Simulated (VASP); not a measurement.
# TiW3 (P-6m2) in VASP: a series of runs, part 2 of 3

VASP 6.6.1. Earlier steps stand in the parts before.

## 3. Single point, PBE

This run uses another cell than the first one, of the same volume but with other edges.

INCAR

```
PREC     = Accurate       # precision mode
ENCUT    = 520            # plane-wave cutoff, eV
EDIFF    = 1E-6           # SCF threshold, eV
ISMEAR   = 0              # smearing method
SIGMA    = 0.1            # smearing width, eV
LREAL    = False          # projectors in reciprocal space
LASPH    = True           # aspherical terms in the spheres
NELM     = 80             # most SCF steps
ALGO     = Fast           # electronic algorithm
ISIF     = 2              # what is computed and relaxed
LWAVE    = False          # write WAVECAR
LCHARG   = False          # write CHGCAR
GGA      = PE             # functional
NBANDS   = 35             # bands
```

KPOINTS

```
Automatic mesh
0
Gamma
  6 6 2
```

POSCAR

```
TiW3
1.0
    2.7986617981     -0.0000000030      0.0000000000
   -1.3993308964      2.4237122153      0.0000000000
    0.0000000000      0.0000000000      9.7853980416
Ti W
1 3
Direct
    0.3333333333      0.6666666667      0.0000000000
    0.3333333333      0.6666666667      0.5000000000
    0.6666666667      0.3333333333      0.2491343567
    0.6666666667      0.3333333333      0.7508656433
```

Potentials or basis: VASP PAW PBE potentials, release 64 (Ti_sv, W_sv).

On the command line:

```
> cat potpaw_PBE.64/Ti_sv/POTCAR potpaw_PBE.64/W_sv/POTCAR > POTCAR
> mpirun -np 1 vasp_std > vasp.out
```

OUTCAR:

```text
PREC = Accurate
   ENCUT = 520
   EDIFF = 1E-6
   ISMEAR = 0
   LREAL = False
   LASPH = True
   NELM = 80
   ISIF = 2
   GGA = PE

 ion  position               nearest neighbor table
   1  0.333  0.667  0.000-   3 2.92   4 2.92   3 2.92   4 2.92   3 2.92   4 2.92
   2  0.333  0.667  0.500-   3 2.94   4 2.94   3 2.94   4 2.94   3 2.94   4 2.94
   3  0.667  0.333  0.249-   1 2.92   1 2.92   1 2.92   2 2.94   2 2.94   2 2.94
   4  0.667  0.333  0.751-   1 2.92   1 2.92   1 2.92   2 2.94   2 2.94   2 2.94

  LATTYP: Found a hexagonal cell.
 ALAT       =     2.7986617981
 C/A-ratio  =     3.4964560735

  Lattice vectors:

 A1 = (   2.7986617981,  -0.0000000030,   0.0000000000)
 A2 = (  -1.3993308964,   2.4237122153,   0.0000000000)
 A3 = (   0.0000000000,   0.0000000000,   9.7853980416)

Analysis of symmetry for initial positions (statically):
=====================================================================
 Subroutine PRICEL returns:
 Original cell was already a primitive cell.

 Routine SETGRP: Setting up the symmetry group for a
 hexagonal supercell.

 Subroutine GETGRP returns: Found 12 space group operations
 (whereof 12 operations were pure point group operations)
 out of a pool of 24 trial point group operations.

The static configuration has the point symmetry D_3h.

Analysis of symmetry for dynamics (positions and initial velocities):
=====================================================================
 Subroutine PRICEL returns:
 Original cell was already a primitive cell.

 Routine SETGRP: Setting up the symmetry group for a
 hexagonal supercell.

 Subroutine GETGRP returns: Found 12 space group operations
 (whereof 12 operations were pure point group operations)
 out of a pool of 24 trial point group operations.

The dynamic configuration has the point symmetry D_3h.

 Subroutine INISYM returns: Found 12 space group operations
 (whereof 12 operations are pure point group operations),
 and found     1 'primitive' translations

----------------------------------------------------------------------------------------

                                     Primitive cell

  volume of cell :      66.3758

  direct lattice vectors                    reciprocal lattice vectors
     2.798661798 -0.000000003  0.000000000     0.357313628  0.206295119  0.000000000
    -1.399330896  2.423712215  0.000000000     0.000000000  0.412590238  0.000000000
     0.000000000  0.000000000  9.785398042     0.000000000  0.000000000  0.102193084

  length of vectors
     2.798661798  2.798661798  9.785398042     0.412590238  0.412590238  0.102193084

  position of ions in fractional coordinates (direct lattice)
     0.333333333  0.666666667  0.000000000
     0.333333333  0.666666667  0.500000000
     0.666666667  0.333333333  0.249134357
     0.666666667  0.333333333  0.750865643

  ion indices of the primitive-cell ions
   primitive index   ion index
                 1           1
                 2           2
                 3           3
                 4           4

[... 30 lines left out ...]
  0.333333  0.000000  0.000000      6.000000
  0.500000  0.000000  0.000000      3.000000
  0.166667  0.166667  0.000000      6.000000
  0.333333  0.166667  0.000000     12.000000
  0.333333  0.333333  0.000000      2.000000
  0.000000  0.000000  0.500000      1.000000
  0.166667  0.000000  0.500000      6.000000
  0.333333  0.000000  0.500000      6.000000
  0.500000  0.000000  0.500000      3.000000
  0.166667  0.166667  0.500000      6.000000
  0.333333  0.166667  0.500000     12.000000
  0.333333  0.333333  0.500000      2.000000
   k-points           NKPTS =     14   k-points in BZ     NKDIM =     14   number of bands    NBANDS=     35
   number of dos      NEDOS =    301   number of ions     NIONS =      4
   total plane-waves  NPLWV =  46080
   dimension x,y,z NGX =    24 NGY =   24 NGZ =   80
   dimension x,y,z NGXF=    48 NGYF=   48 NGZF=  160
   ions per type =               1   3
   NGX,Y,Z   is equivalent  to a cutoff of  14.26, 14.26, 13.59 a.u.
   NGXF,Y,Z  is equivalent  to a cutoff of  28.51, 28.51, 27.18 a.u.
 SYSTEM =  unknown system
   PREC   = accura    normal or accurate (medium, high low for compatibility)
   ISTART =      0    job   : 0-new  1-cont  2-samecut
   ICHARG =      2    charge: 1-file 2-atom 10-const
   ISPIN  =      1    spin polarized calculation?
   LNONCOLLINEAR =      F non collinear calculations
   LSORBIT =      F    spin-orbit coupling
   LASPH  =      T    aspherical Exc in radial PAW
   ENCUT  =  520.0 eV  38.22 Ry    6.18 a.u.   5.20  5.20 18.19*2*pi/ulx,y,z
   NELM   =     80;   NELMIN=  2; NELMDL= -5     # of ELM steps
   EDIFF  = 0.1E-05   stopping-criterion for ELM
   LREAL  =      F    real-space projection
   EDIFFG = 0.1E-04   stopping-criterion for IOM
   NSW    =      0    number of steps for IOM
   IBRION =     -1    ionic relax: 0-MD 1-quasi-New 2-CG
   NFREE  =      0    steps in history (QN), initial steepest desc. (CG)
   ISIF   =      2    stress and relaxation
   ISYM   =      2    0-nonsym 1-usesym 2-fastsym
   POTIM  = 0.5000    time-step for ionic-motion
   TEBEG  =    0.0;   TEEND  =   0.0 temperature during run
   PSTRESS=    0.0 pullay stress
   NELECT =      54.0000    total number of electrons
   NUPDOWN=      -1.0000    fix difference up-down
   EMIN   =  10.00;   EMAX   =-10.00  energy-range for DOS
   EFERMI =   0.00;   METHOD = LEGACY
   ISMEAR =     0;   SIGMA  =   0.10  broadening in eV -4-tet -1-fermi 0-gaus
   EFERMI_NEDOS =   21; number of points for ismear=-14 and -15
   IALGO  =     68    algorithm
   IMIX   =      4    mixing-type and parameters
     AMIX     =   0.40;   BMIX     =  1.00
     AMIX_MAG =   1.60;   BMIX_MAG =  1.00
  volume/ion in A,a.u.               =      16.59       111.98
  Fermi-wavevector in a.u.,A,eV,Ry     =   1.528279  2.888029 31.778284  2.335638
  Thomas-Fermi vector in A             =   2.636060
   LORBIT       =      0    0 simple, 1 ext, 2 COOP (PROOUT), +10 PAW based schemes
   GGA     = PE    functional components
   LHFCALC =     F    Hartree Fock is set to
   AEXX    =    0.0000 exact exchange contribution
   IVDW    =     0    specifies the selected vdW correction
   LEPSILON=     F    determine dielectric tensor
   LRPA    =     F    only Hartree local field effects (RPA)
 non-spin polarized calculation
 RMM-DIIS sequential band-by-band and
 Gauss-broadening in eV      SIGMA  =   0.10
  energy-cutoff  :      520.00
  volume of cell :       66.38
 maximum number of plane-waves:      1800
 NGX is ok and might be reduce to    24

 number of electron      54.0000004 magnetization

 Free energy of the ion-electron system (eV)
  ---------------------------------------------------
  ext. energy  EPLUGINS =         0.00000000
  ---------------------------------------------------
  free energy    TOTEN  =       -45.03920809 eV

  energy without entropy =      -45.01010714  energy(sigma->0) =      -45.02465761

 E-fermi :   9.9840     XC(G=0): -12.9630

 val. band max:        9.9777774745   @ k =   0.0000   0.0000   0.0000
 cond. band min:      10.0066084061   @ k =   0.5000   0.0000   0.0000
 fundamental gap:      0.0288309316
 Fermi energy:         9.9839875365

 k-point     1 :       0.0000    0.0000    0.0000
  band No.  band energies     occupation
      1     -63.8693      2.00000
      2     -63.7301      2.00000
      3     -63.7255      2.00000
      4     -46.6394      2.00000
      5     -28.3965      2.00000
      6     -28.0180      2.00000
[... 521 lines left out ...]
     34      13.7055      0.00000
     35      13.7660      0.00000

------------------------ aborting loop because EDIFF is reached ----------------------------------------

  FORCE on cell =-STRESS in cart. coord.  units (eV):
  Direction    XX          YY          ZZ          XY          YZ          ZX
  --------------------------------------------------------------------------------------
  -------------------------------------------------------------------------------------
  Total        0.2250382      0.2250382      0.1716668      0.0000000      0.0000000      0.0000000
  in kB        5.4319637      5.4319637      4.1436864      0.0000000      0.0000000      0.0000000
  external PRESSURE =       5.0025379 kB  Pullay stress =       0.0000000 kB

 VOLUME and BASIS-vectors are now :
 -----------------------------------------------------------------------------
  energy-cutoff  :      520.00
  volume of cell :       66.38
      direct lattice vectors                 reciprocal lattice vectors
     2.798661798 -0.000000003  0.000000000     0.357313628  0.206295119  0.000000000
    -1.399330896  2.423712215  0.000000000     0.000000000  0.412590238  0.000000000
     0.000000000  0.000000000  9.785398042     0.000000000  0.000000000  0.102193084

 POSITION                                       TOTAL-FORCE (eV/Angst)
 -----------------------------------------------------------------------------------
      0.00000      1.61581      0.00000         0.000000     -0.000000      0.000000
      0.00000      1.61581      4.89270         0.000000      0.000000      0.000000
      1.39933      0.80790      2.43788        -0.000000      0.000000     -0.032368
      1.39933      0.80790      7.34752        -0.000000     -0.000000      0.032368
 -----------------------------------------------------------------------------------
    total drift:                                0.000000     -0.000000      0.000000

  FREE ENERGIE OF THE ION-ELECTRON SYSTEM (eV)
  ---------------------------------------------------
  free  energy   TOTEN  =       -45.0392080896 eV

  energy  without entropy=      -45.0101071397  energy(sigma->0) =      -45.02465761
```

It took 3.1 min on 1 thread of Intel Xeon 8259CL, shared host; peak memory 0.18 GiB.

Results:

```yaml
Free_energy: -45.0392 eV
Pressure: 0.5 GPa
Largest_force: 0.032 eV/Å
Band_gap_on_the_k_mesh: zero (bands 27 and 28 overlap by 1.02 eV)
```

Forces on the atoms (eV/Å):
```
Ti   0.000  0.000  0.000
W    0.000  0.000  0.000
W    0.000  0.000 -0.032
W    0.000  0.000  0.032
```

Stress tensor (GPa, compression positive):
```
0.54 0.00 0.00
0.00 0.54 0.00
0.00 0.00 0.41
```

Levels at points of the mesh, in eV from the Fermi level:
```csv
k point,band 23,band 24,band 25,band 26,band 27,band 28,band 29,band 30,band 31,band 32
"(0.00, 0.00, 0.00)",-0.47,-0.47,-0.29,-0.29,-0.25,-0.05,-0.01,-0.01,1.01,1.01
"(0.50, 0.00, 0.00)",-2.04,-0.76,-0.51,0.02,0.20,1.35,1.41,1.70,1.93,4.00
"(0.00, 0.00, 0.50)",-1.00,-0.50,-0.50,-0.25,-0.25,-0.14,-0.02,-0.02,0.97,0.97
"(0.50, 0.00, 0.50)",-1.97,-1.89,-0.10,0.23,0.51,0.84,1.31,1.42,3.31,3.53
```

Caveat: the k points lie up to 0.43 Å⁻¹ apart, too coarse for converged energies and pressures of a metal; spin-orbit coupling is left out, which moves the levels of the heavy elements.

[end of part 2 of 3]

The gap in the log of VASP goes by the Fermi energy; the results here count the filled bands.